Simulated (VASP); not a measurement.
Ge: single point with r2SCAN

Crystal: Ge.

```
Ge
1.0
     2.75962    0.00000    0.00000
    -1.37981    2.38990    0.00000
     0.00000    0.00000    4.68420
Ge
2
Cartesian
  0.0000 1.5933 1.1711
  1.3798 0.7966 3.5132
```

| Item | Value |
| --- | --- |
| Program | VASP 6.6.1 |
| Task | single point |
| Functional | r2SCAN |
| Potentials or basis | VASP PAW PBE potentials, release 64 (Ge_d) |
| Cutoff | 520 eV |
| k mesh | 10 × 10 × 5 |
| Occupations | fermi-dirac, width 0.05 eV |
| Spin | no spin polarisation |
| Dipole correction | no |
| Further INCAR settings | ALGO = Normal; EDIFF = 1e-06; NBANDS = 21 |

```yaml
Pressure: 19.7 GPa
Band_gap_on_the_k_mesh: zero (band 14 reaches 18.51 eV, above the bottom of band 15 at 6.05 eV)
```

Levels at points of the mesh, in eV from the Fermi level:
```tsv
k point	band 10	band 11	band 12	band 13	band 14	band 15	band 16	band 17	band 18	band 19
(0.00, 0.00, 0.00)	-25.71	-16.06	-9.52	-7.65	9.21	9.21	10.59	11.43	11.43	14.18
(0.50, 0.00, 0.00)	-25.68	-9.45	-8.43	-2.77	-2.62	-1.67	0.96	3.45	7.73	8.70
```

Wall time 86 s on 1 thread of Intel(R) Xeon(R) Platinum 8488C (Sapphire Rapids), with other jobs on the host, peak memory 0.17 GiB.

Caveat: the PAW data sets were made with another functional, which shifts forces and pressure a little.
